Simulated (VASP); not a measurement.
Input of a VASP 6.6.1 run:

Contents of INCAR:

```
SYSTEM = Al12H
PREC = Accurate
ENCUT = 520
EDIFF = 1E-7
ISMEAR = 0
SIGMA = 0.1
LREAL = .False.
LASPH = .True.
NELM = 80
ALGO = Normal
ISIF = 2
LWAVE = .False.
LCHARG = .False.
LDIPOL = .True.
IDIPOL = 3
DIPOL = 0.5 0.5 0.304
GGA = PS
NBANDS = 30
```

Contents of KPOINTS:

```
regular mesh
0
Gamma
  5 5 1
  0 0 0
```

The input POSCAR:

```
Al12H
1.0
    5.6788540124      0.0000000000      0.0000000000
    0.0000000000      5.6788540124      0.0000000000
    0.0000000000      0.0000000000     21.1413451746
Al H
12 1
Direct
    0.2500000000      0.2500000000      0.1892027195
    0.2500000000      0.7500000000      0.1892027195
    0.7500000000      0.2500000000      0.1892027195
    0.7500000000      0.7500000000      0.1892027195
    0.0000000000      0.0000000000      0.2870821533
    0.0000000000      0.5000000000      0.2870821533
    0.5000000000      0.0000000000      0.2870821533
    0.5000000000      0.5000000000      0.2870821533
    0.2500000000      0.2500000000      0.3850911618
    0.2500000000      0.7500000000      0.3850911618
    0.7500000000      0.2500000000      0.3850911618
    0.7500000000      0.7500000000      0.3850911618
    0.2500000000      0.2500000000      0.5066539090
```

Potentials or basis: VASP PAW PBE potentials, release 64 (Al, H).

Command:

```console
$ cat potpaw_PBE.64/Al/POTCAR potpaw_PBE.64/H/POTCAR > POTCAR
$ mpirun -np 1 vasp_std > vasp.out
```

Q: Predict the band gap on the k mesh.

A: Zero (an odd number of electrons rules out a gap without spin polarisation).

Q: What does it give for the largest force?

A: 1.610 eV/Å.

Forces in eV/Å, atoms in the order of the input:
```
Al   0.000  0.000  0.126
Al   0.000  0.000  0.053
Al   0.000  0.000  0.053
Al   0.000  0.000 -0.150
Al  -0.040 -0.040  0.044
Al  -0.040  0.040  0.044
Al   0.040 -0.040  0.044
Al   0.040  0.040  0.044
Al   0.000  0.000  1.315
Al   0.000  0.000 -0.013
Al   0.000  0.000 -0.013
Al   0.000  0.000  0.065
H    0.000  0.000 -1.610
```

Caveat: the PAW data sets were made with another functional, which shifts forces and pressure a little.
